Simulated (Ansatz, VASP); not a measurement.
Two plane-wave programs on TiC

POSCAR

```
TiC
1.0
    0.0000000000      2.1215080947      2.1215080947
    2.1215080947      0.0000000000      2.1215080947
    2.1215080947      2.1215080947      0.0000000000
Ti C
1 1
Direct
    0.0000000000      0.0000000000      0.0000000000
    0.5000000000      0.5000000000      0.5000000000
```

File INCAR.step1:

```
  PREC = Accurate
  ENCUT = 520
  ISMEAR = -1
  SIGMA = 0.05
  LREAL = F
  LASPH = T
  NELM = 80
  NBANDS = 15
  GGA = PE
  ALGO = Normal
  EDIFF = 1E-4
  LWAVE = T
  LCHARG = F
```

The input INCAR.step2:

```
  PREC = Accurate
  ENCUT = 520
  EDIFF = 1E-6
  ISMEAR = -1
  SIGMA = 0.05
  LREAL = F
  LASPH = T
  NELM = 80
  ALGO = Normal
  ISIF = 2
  LWAVE = F
  LCHARG = T
  METAGGA = R2SCAN
  LMIXTAU = T
  LELF = T
  LVHAR = T
  NBANDS = 15
  ISTART = 1
```

The input KPOINTS:

```
regular mesh
0
Gamma
  11 11 11
```

Contents of input.yaml:

```yaml
crystal:
  lattice:
    - [0.0, 2.1215080947, 2.1215080947]
    - [2.1215080947, 0.0, 2.1215080947]
    - [2.1215080947, 2.1215080947, 0.0]
  atoms:
    - { symbol: Ti, position: [0.0, 0.0, 0.0] }
    - { symbol: C, position: [0.5, 0.5, 0.5] }
hamiltonian:
  xc: r2scan
  pseudopotentials: { kind: paw }
kpoints:
  mp_grid: { grid: [11, 11, 11] }
scf:
  occupations: { method: fermi_dirac, width: 0.05 }
output:
  forces: true
  stress: true
  eigenvalues: true
```

Alike in both runs: task single point; functional r2SCAN; k mesh 11 × 11 × 11; occupations fermi-dirac, width 0.05 eV; no spin polarisation.

|  | VASP | Ansatz |
| --- | --- | --- |
| version | VASP 6.6.1 | Ansatz 0.2.0 |
| potentials or method | VASP PAW PBE potentials, release 64 (Ti_sv, C) | Ansatz PAW |
| plane-wave cutoff (eV) | 520 | 500 |
| valence electrons in the cell | 16 | 16 |

|  | VASP | Ansatz | Ansatz less VASP |
| --- | --- | --- | --- |
| gap on the k mesh at the Fermi level (eV) | none | none | - |
| pressure (GPa) | 18.6 | 17.5 | -1.07 |

VASP's potentials were made for PBE, not for r2SCAN. A gap of «none» marks a metal or a gap that the smearing closes. With one functional, cell and mesh, what is left measures potentials, basis and numerics.
